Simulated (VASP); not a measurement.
**Al8H: single point with PBE**

The system is Al8H, a slab with vacuum.

```
CELL_PARAMETERS angstrom
5.71430 0.00000 0.00000
0.00000 8.08124 0.00000
0.00000 0.00000 22.24380
ATOMIC_POSITIONS crystal
Al 0.25000 0.25000 0.17983
Al 0.25000 0.75000 0.17983
Al 0.75000 0.25000 0.17983
Al 0.75000 0.75000 0.17983
Al 0.00000 0.00000 0.24405
Al 0.00000 0.50000 0.24405
Al 0.50000 0.00000 0.24405
Al 0.50000 0.50000 0.24405
Al 0.25000 0.25000 0.31027
Al 0.25000 0.75000 0.31027
Al 0.75000 0.25000 0.31027
Al 0.75000 0.75000 0.31027
Al 0.00000 0.00000 0.37061
Al 0.00000 0.50000 0.37061
Al 0.50000 0.00000 0.37061
Al 0.50000 0.50000 0.37061
H 0.75000 0.90750 0.39084
H 0.75000 0.09250 0.39084
```

```
Program                : VASP 6.6.1
Task                   : single point
Functional             : PBE
Potentials or basis    : VASP PAW PBE potentials, release 64 (Al, H)
Cutoff                 : 520 eV
k mesh                 : 5 × 4 × 1
Occupations            : gaussian, width 0.1 eV
Spin                   : no spin polarisation
Dipole correction      : yes
Further INCAR settings : LREAL = Auto; ALGO = Normal; EDIFF = 1e-06; NBANDS = 40
```

```
Largest force          : 2.445 eV/Å
Band gap on the k mesh : zero (bands 25 and 26 overlap by 0.45 eV)
```

Forces on the atoms (eV/Å):
```
Al   0.000 -0.011  0.277
Al   0.000  0.011  0.277
Al   0.000 -0.007  0.227
Al   0.000  0.007  0.227
Al   0.106  0.000 -0.123
Al   0.009  0.000 -0.319
Al  -0.106  0.000 -0.123
Al  -0.009  0.000 -0.319
Al   0.000  0.020 -0.061
Al   0.000 -0.020 -0.061
Al   0.000  0.079  0.049
Al   0.000 -0.079  0.049
Al   1.862  0.000 -0.422
Al  -0.088  0.000 -0.013
Al  -1.862  0.000 -0.422
Al   0.088  0.000 -0.013
H    0.000 -2.415  0.385
H    0.000  2.415  0.385
```

Levels at points of the mesh, in eV from the Fermi level:
```csv
k point,band 22,band 23,band 24,band 25,band 26,band 27,band 28,band 29
"(0.00, 0.00, 0.00)",-1.50,-0.87,-0.60,-0.43,-0.29,-0.28,0.71,0.94
"(0.00, 0.50, 0.00)",-1.01,-0.97,-0.89,-0.36,-0.32,-0.07,0.22,0.25
```

It took 7.8 min on 1 thread of Intel(R) Xeon(R) 6975P-C (Granite Rapids) (shared host), peak memory 0.89 GiB.
